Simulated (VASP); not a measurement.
# Al (Fd-3m) in VASP: a series of runs

The runs below take Al through single point, with BLYP.

Everything below comes from runs of VASP 6.6.1. Logs are shortened: lines on timing, memory, paths and dates and some standing lists are left out, and cuts for length are marked.

### Step 1. The cell of the first run

It takes space group Fd-3m (No. 227, cubic). The conventional cell has a = 5.901 Å, b = 5.901 Å, c = 5.901 Å, α = 90.00°, β = 90.00°, γ = 90.00°. Al (site symmetry -43m) has 4 Al at 2.56 Å within 3.4 Å.

### Step 2. Single point, BLYP (volume scaled by 0.88)

INCAR reads:

```
PREC = Accurate ; ENCUT = 520
EDIFF = 1E-6 ; ISMEAR = -1
SIGMA = 0.1 ; LREAL = False
LASPH = True ; NELM = 100
ALGO = Normal ; ISIF = 2
LWAVE = False ; LCHARG = False
GGA = B5 ; ALDAX = 1.0
AGGAX = 1.0 ; AGGAC = 1.0
ALDAC = 0.0 ; NBANDS = 10
```

KPOINTS reads:

```
regular mesh
0
Gamma
  10 10 10
```

POSCAR reads:

```
Al
1.0
    0.0000000000      2.9506891215      2.9506891215
    2.9506891215      0.0000000000      2.9506891215
    2.9506891215      2.9506891215      0.0000000000
Al
2
Direct
    0.1250000000      0.1250000000      0.1250000000
    0.8750000000      0.8750000000      0.8750000000
```

Potentials or basis: VASP PAW PBE potentials, release 64 (Al).

Command:

```
cat potpaw_PBE.64/Al/POTCAR > POTCAR
mpirun -np 1 vasp_std > vasp.out
```

OUTCAR:

```text
PREC = Accurate
   ENCUT = 520
   EDIFF = 1E-6
   ISMEAR = -1
   LREAL = False
   LASPH = True
   NELM = 100
   ISIF = 2
   GGA = B5

 ion  position               nearest neighbor table
   1  0.125  0.125  0.125-   2 2.56   2 2.56   2 2.56   2 2.56
   2  0.875  0.875  0.875-   1 2.56   1 2.56   1 2.56   1 2.56

  LATTYP: Found a face centered cubic cell.
 ALAT       =     5.9013782430

  Lattice vectors:

 A1 = (   0.0000000000,   2.9506891215,   2.9506891215)
 A2 = (   2.9506891215,   0.0000000000,   2.9506891215)
 A3 = (   2.9506891215,   2.9506891215,   0.0000000000)

Analysis of symmetry for initial positions (statically):
=====================================================================
 Subroutine PRICEL returns:
 Original cell was already a primitive cell.

 Routine SETGRP: Setting up the symmetry group for a
 face centered cubic supercell.

 Subroutine GETGRP returns: Found 48 space group operations
 (whereof 12 operations were pure point group operations)
 out of a pool of 48 trial point group operations.

The static configuration has the point symmetry D_3d.
 The point group associated with its full space group is O_h .

Analysis of symmetry for dynamics (positions and initial velocities):
=====================================================================
 Subroutine PRICEL returns:
 Original cell was already a primitive cell.

 Routine SETGRP: Setting up the symmetry group for a
 face centered cubic supercell.

 Subroutine GETGRP returns: Found 48 space group operations
 (whereof 12 operations were pure point group operations)
 out of a pool of 48 trial point group operations.

The dynamic configuration has the point symmetry D_3d.
 The point group associated with its full space group is O_h .

 Subroutine INISYM returns: Found 48 space group operations
 (whereof 12 operations are pure point group operations),
 and found     1 'primitive' translations

----------------------------------------------------------------------------------------

                                     Primitive cell

  volume of cell :      51.3807

  direct lattice vectors                    reciprocal lattice vectors
     0.000000000  2.950689121  2.950689121    -0.169451941  0.169451941  0.169451941
     2.950689121  0.000000000  2.950689121     0.169451941 -0.169451941  0.169451941
     2.950689121  2.950689121  0.000000000     0.169451941  0.169451941 -0.169451941

  length of vectors
     4.172904574  4.172904574  4.172904574     0.293499372  0.293499372  0.293499372

[... 81 lines left out ...]
   LREAL  =      F    real-space projection
   EDIFFG = 0.1E-04   stopping-criterion for IOM
   NSW    =      0    number of steps for IOM
   IBRION =     -1    ionic relax: 0-MD 1-quasi-New 2-CG
   NFREE  =      0    steps in history (QN), initial steepest desc. (CG)
   ISIF   =      2    stress and relaxation
   ISYM   =      2    0-nonsym 1-usesym 2-fastsym
   POTIM  = 0.5000    time-step for ionic-motion
   TEBEG  =    0.0;   TEEND  =   0.0 temperature during run
   PSTRESS=    0.0 pullay stress
   NELECT =       6.0000    total number of electrons
   NUPDOWN=      -1.0000    fix difference up-down
   EMIN   =  10.00;   EMAX   =-10.00  energy-range for DOS
   EFERMI =   0.00;   METHOD = LEGACY
   ISMEAR =    -1;   SIGMA  =   0.10  broadening in eV -4-tet -1-fermi 0-gaus
   EFERMI_NEDOS =   21; number of points for ismear=-14 and -15
   IALGO  =     38    algorithm
   IMIX   =      4    mixing-type and parameters
     AMIX     =   0.40;   BMIX     =  1.00
     AMIX_MAG =   1.60;   BMIX_MAG =  1.00
  volume/ion in A,a.u.               =      25.69       173.37
  Fermi-wavevector in a.u.,A,eV,Ry     =   0.800188  1.512135  8.711812  0.640300
  Thomas-Fermi vector in A             =   1.907435
   LORBIT       =      0    0 simple, 1 ext, 2 COOP (PROOUT), +10 PAW based schemes
   GGA     = B5    functional components
   LHFCALC =     F    Hartree Fock is set to
   AEXX    =    0.0000 exact exchange contribution
   IVDW    =     0    specifies the selected vdW correction
   LEPSILON=     F    determine dielectric tensor
   LRPA    =     F    only Hartree local field effects (RPA)
 non-spin polarized calculation
  energy-cutoff  :      520.00
  volume of cell :       51.38
 maximum number of plane-waves:      1411
   NGX = 15   NGY = 15   NGZ = 15

 number of electron       6.0000000 magnetization

 Free energy of the ion-electron system (eV)
  ---------------------------------------------------
  ext. energy  EPLUGINS =         0.00000000
  ---------------------------------------------------
  free energy    TOTEN  =        -4.72039654 eV

  energy without entropy =       -4.67265679  energy(sigma->0) =       -4.69652667

 E-fermi :   3.7215     XC(G=0):  -7.7322

 val. band max:        3.6791385984   @ k =   0.5000   0.3000   0.0000
 cond. band min:       3.7802343747   @ k =   0.2000   0.2000   0.0000
 fundamental gap:      0.1010957764
 Fermi energy:         3.7215089483

 k-point     1 :       0.0000    0.0000    0.0000
  band No.  band energies     occupation
      1      -4.4352      2.00000
      2       5.8746      0.00000
      3       5.8746      0.00000
      4       5.8746      0.00000
      5       7.8508      0.00000
      6       7.8508      0.00000
      7       7.8508      0.00000
      8       9.5046      0.00000
      9      11.8479      0.00000
     10      11.8479      0.00000
[... 287 lines left out ...]
 k-point    24 :       0.4000    0.3000    0.0000
  band No.  band energies     occupation
      1      -2.5260      2.00000
      2       1.3471      2.00000
      3       3.2522      1.98184
      4       3.6679      1.26184
      5       6.3833      0.00000
      6       7.3182      0.00000
      7      11.7512      0.00000
      8      11.8145      0.00000
      9      14.3088      0.00000
     10      15.5482      0.00000

 [... further k-points ...]
[... 5 lines left out ...]
  --------------------------------------------------------------------------------------
  -------------------------------------------------------------------------------------
  Total        1.6825702      1.6825702      1.6825702     -0.0000000      0.0000000      0.0000000
  in kB       52.4666590     52.4666590     52.4666590     -0.0000000      0.0000000      0.0000000
  external PRESSURE =      52.4666590 kB  Pullay stress =       0.0000000 kB

 VOLUME and BASIS-vectors are now :
 -----------------------------------------------------------------------------
  energy-cutoff  :      520.00
  volume of cell :       51.38
      direct lattice vectors                 reciprocal lattice vectors
     0.000000000  2.950689121  2.950689121    -0.169451941  0.169451941  0.169451941
     2.950689121  0.000000000  2.950689121     0.169451941 -0.169451941  0.169451941
     2.950689121  2.950689121  0.000000000     0.169451941  0.169451941 -0.169451941

 POSITION                                       TOTAL-FORCE (eV/Angst)
 -----------------------------------------------------------------------------------
      0.73767      0.73767      0.73767         0.000000      0.000000      0.000000
      5.16371      5.16371      5.16371        -0.000000     -0.000000     -0.000000
 -----------------------------------------------------------------------------------
    total drift:                                0.000000      0.000000     -0.000000

  FREE ENERGIE OF THE ION-ELECTRON SYSTEM (eV)
  ---------------------------------------------------
  free  energy   TOTEN  =        -4.7203965438 eV

  energy  without entropy=       -4.6726567876  energy(sigma->0) =       -4.69652667
```

It took 20 s on 1 thread of Intel Xeon Platinum 8259CL at 2.50GHz (Skylake/Cascade Lake), shared host; peak memory 0.17 GiB.

Results:

```
Free energy            : -4.7204 eV
Pressure               : 5.2 GPa
Band gap on the k mesh : zero (band 3 reaches 5.87 eV, above the bottom of band 4 at 2.37 eV)
```

Caveat: the PAW data sets were made with another functional, which shifts forces and pressure a little.

### Step 3. Single point, BLYP (volume scaled by 0.92)

INCAR reads:

```
SYSTEM = Al
AGGAC    = 1.0          
AGGAX    = 1.0          
ALDAC    = 0.0          
ALDAX    = 1.0          
ALGO     = Normal         ! electronic algorithm
EDIFF    = 1E-6           ! SCF threshold, eV
ENCUT    = 520            ! plane-wave cutoff, eV
GGA      = B5             ! functional
ISIF     = 2              ! what is computed and relaxed
ISMEAR   = -1             ! smearing method
LASPH    = .True.         ! aspherical terms in the spheres
LCHARG   = .False.        ! write CHGCAR
LREAL    = .False.        ! projectors in reciprocal space
LWAVE    = .False.        ! write WAVECAR
NBANDS   = 10             ! bands
NELM     = 80             ! most SCF steps
PREC     = Accurate       ! precision mode
SIGMA    = 0.1            ! smearing width, eV
```

KPOINTS reads:

```
k-points
0
Gamma
  10 10 10
  0 0 0
```

POSCAR reads:

```
Al
1.0
    0.0000000000      2.9947357514      2.9947357514
    2.9947357514      0.0000000000      2.9947357514
    2.9947357514      2.9947357514      0.0000000000
Al
2
Direct
    0.1250000000      0.1250000000      0.1250000000
    0.8750000000      0.8750000000      0.8750000000
```

Potentials or basis: VASP PAW PBE potentials, release 64 (Al).

Command:

```
cat potpaw_PBE.64/Al/POTCAR > POTCAR
mpirun -np 1 vasp_std > vasp.out
```

It took 21 s on 1 thread of Intel Xeon Platinum 8259CL at 2.50GHz (Skylake/Cascade Lake), shared host; peak memory 0.17 GiB.

The run converged. Its results:

* Free energy: -4.7810 eV
* Pressure: 3.1 GPa
* Band gap on the k mesh: zero (band 3 reaches 5.50 eV, above the bottom of band 4 at 2.15 eV)

Levels at points of the mesh, in eV from the Fermi level:
| k point | band 1 | band 2 | band 3 | band 4 | band 5 | band 6 |
| --- | --- | --- | --- | --- | --- | --- |
| (0.00, 0.00, 0.00) | -7.97 | 2.07 | 2.07 | 2.07 | 4.04 | 4.04 |
| (0.50, 0.00, 0.00) | -5.95 | -3.86 | 1.06 | 1.06 | 3.33 | 4.52 |
| (0.50, 0.50, 0.00) | -4.44 | -4.44 | -0.40 | -0.40 | 2.29 | 2.29 |

Caveat: the PAW data sets were made with another functional, which shifts forces and pressure a little.

### Step 4. Single point, BLYP (volume scaled by 0.96)

INCAR reads:

```
SYSTEM = Al
  PREC = Accurate
  ENCUT = 520
  EDIFF = 1E-6
  ISMEAR = -1
  SIGMA = 0.1
  LREAL = .FALSE.
  LASPH = .TRUE.
  NELM = 60
  ALGO = Normal
  ISIF = 2
  LWAVE = .FALSE.
  LCHARG = .FALSE.
  GGA = B5
  ALDAX = 1.0
  AGGAX = 1.0
  AGGAC = 1.0
  ALDAC = 0.0
  NBANDS = 10
```

KPOINTS reads:

```
regular mesh
0
G
  10 10 10
  0 0 0
```

POSCAR reads:

```
Al
1.0
    0.0000000000      3.0375234716      3.0375234716
    3.0375234716      0.0000000000      3.0375234716
    3.0375234716      3.0375234716      0.0000000000
Al
2
Direct
    0.1250000000      0.1250000000      0.1250000000
    0.8750000000      0.8750000000      0.8750000000
```

Command:

```
cat potpaw_PBE.64/Al/POTCAR > POTCAR
mpirun -np 1 vasp_std > vasp.out
```

It took 20 s on 1 thread of Intel Xeon Platinum 8259CL at 2.50GHz (Skylake/Cascade Lake), shared host; peak memory 0.17 GiB.

It converged, with:

```yaml
Free_energy: -4.8138 eV
Pressure: 1.4 GPa
Band_gap_on_the_k_mesh: zero (band 3 reaches 5.15 eV, above the bottom of band 4 at 1.95 eV)
```

Levels at points of the mesh, in eV from the Fermi level:
```tsv
k point	band 1	band 2	band 3	band 4	band 5	band 6	band 7	band 8
(0.00, 0.00, 0.00)	-7.79	2.00	2.00	2.00	3.96	3.96	3.96	4.85
(0.50, 0.00, 0.00)	-5.87	-3.76	1.01	1.01	3.15	4.47	4.47	7.86
(0.50, 0.50, 0.00)	-4.39	-4.39	-0.39	-0.39	2.29	2.29	10.34	10.34
```

Caveat: the PAW data sets were made with another functional, which shifts forces and pressure a little.

### Step 5. Overview

| cell | gap on the mesh (eV) | pressure (GPa) |
| --- | --- | --- |
| a = 4.173 Å, angles 60.0°, 2 atoms | none | 5.2 |
| a = 4.235 Å, angles 60.0°, 2 atoms | none | 3.1 |
| a = 4.296 Å, angles 60.0°, 2 atoms | none | 1.4 |

Alike in all rows: task single point; level BLYP; potentials or basis VASP PAW PBE potentials, release 64 (Al); no spin polarisation; k mesh 10 × 10 × 10; cutoff (eV) 520; smearing fermi-dirac 0.1 eV.

Caveats: the PAW data sets were made with another functional, which shifts forces and pressure a little.

Total energies depend on the potentials used, so only differences within one code and one set of settings carry meaning.
